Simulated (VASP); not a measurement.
## AlIn2AsP2 (an interface model): single point with PBEsol

System: AlIn2AsP2 (an interface model).

```
In P Al As
1.0
     2.83705   -2.83705    0.00000
     0.00000    2.83705   -2.83705
    11.82399   11.82399   11.82399
In P Al As
4 4 2 2
Direct
  0.02573 0.00003 0.00519
  0.05949 0.01570 0.50414
  0.31551 0.65961 0.16707
  0.65848 0.34506 0.33911
  0.97788 0.96800 0.12462
  0.02722 0.04628 0.63504
  0.32827 0.64980 0.30447
  0.66871 0.33255 0.46354
  0.35067 0.69985 0.67206
  0.65743 0.33381 0.84096
  0.32455 0.66156 0.80533
  0.70493 0.33813 0.96003
```

```
Program                : VASP 6.6.1
Task                   : single point
Functional             : PBEsol
Potentials or basis    : VASP PAW PBE potentials, release 64 (In_d, P, Al, As)
Cutoff                 : 520 eV
k mesh                 : 4 × 4 × 1
Occupations            : fermi-dirac, width 0.05 eV
Spin                   : no spin polarisation
Dipole correction      : no
Further INCAR settings : ALGO = Normal; EDIFF = 1e-06; NBANDS = 56
```

- Pressure: 4.1 GPa
- Largest force: 3.022 eV/Å
- Band gap on the k mesh: 0.69 eV

Forces in eV/Å, atoms in the order of the input:
```
In   0.394 -0.254 -0.127
In  -1.355  2.135  1.654
In   0.721  0.144  1.400
In   0.810 -0.742  1.429
P    0.386  0.895 -0.340
P   -0.239 -0.229  0.327
P   -1.531  0.092 -2.159
P    1.780 -1.609 -1.262
Al   0.498  0.389  0.110
Al   0.099 -0.186  0.216
As  -0.692 -0.545 -0.984
As  -0.869 -0.091 -0.265
```

Stress tensor (GPa, compression positive):
```
 4.08 -4.18 -2.18
-4.18  4.22 -1.85
-2.18 -1.85  4.08
```

Levels at points of the mesh, in eV from the valence-band top:
```csv
k point,band 41,band 42,band 43,band 44,band 45,band 46,band 47,band 48
"(0.00, 0.00, 0.00)",-0.36,-0.21,-0.13,0.00,0.69,1.41,1.62,1.69
"(0.50, 0.00, 0.00)",-1.95,-1.66,-1.36,-1.21,1.02,1.23,1.57,1.74
"(0.00, 0.50, 0.00)",-1.98,-1.69,-1.33,-1.18,1.02,1.14,1.59,1.69
"(0.50, 0.50, 0.00)",-1.93,-1.74,-1.30,-1.20,1.05,1.14,1.57,1.77
```

It took 3.7 min on 1 thread of Intel(R) Xeon(R) Platinum 8488C (Sapphire Rapids), with other jobs on the host, peak memory 0.43 GiB.

Caveat: the k points lie up to 0.45 Å⁻¹ apart; the PAW data sets were made with another functional, which shifts forces and pressure a little; spin-orbit coupling is left out, which moves the levels of the heavy elements.
